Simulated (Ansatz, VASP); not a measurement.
## Mg: VASP beside Ansatz

```
Mg
1.0
    -1.67349    1.67349    2.00819
     1.67349   -1.67349    2.00819
     1.67349    1.67349   -2.00819
Mg
1
Direct
  0.00000 0.00000 0.00000
```

Alike in both runs: task single point; functional PBEsol; k mesh 26 × 26 × 26; occupations gaussian, width 0.15 eV; no spin polarisation.

|  | VASP | Ansatz |
| --- | --- | --- |
| version | VASP 6.6.1 | Ansatz 0.2.0 |
| potentials or method | VASP PAW PBE potentials, release 64 (Mg), cutoff 520 eV | scalar-relativistic, plane waves, PAW |
| valence electrons in the cell | 2 | 10 |

|  | VASP | Ansatz | Ansatz less VASP |
| --- | --- | --- | --- |
| gap on the k mesh at the Fermi level (eV) | none | none | - |
| pressure (GPa) | 0.1 | 0.2 | +0.05 |
| traceless stress, the component that is largest in VASP (GPa) | 0.51 | 0.51 | +0.003 |

VASP's potentials were made for PBE, not for PBEsol. A gap of «none» marks a metal or a gap that the smearing closes. VASP's potentials hold 2 valence electrons a cell and Ansatz's 10, so a difference there can come from the potentials and not from the codes.
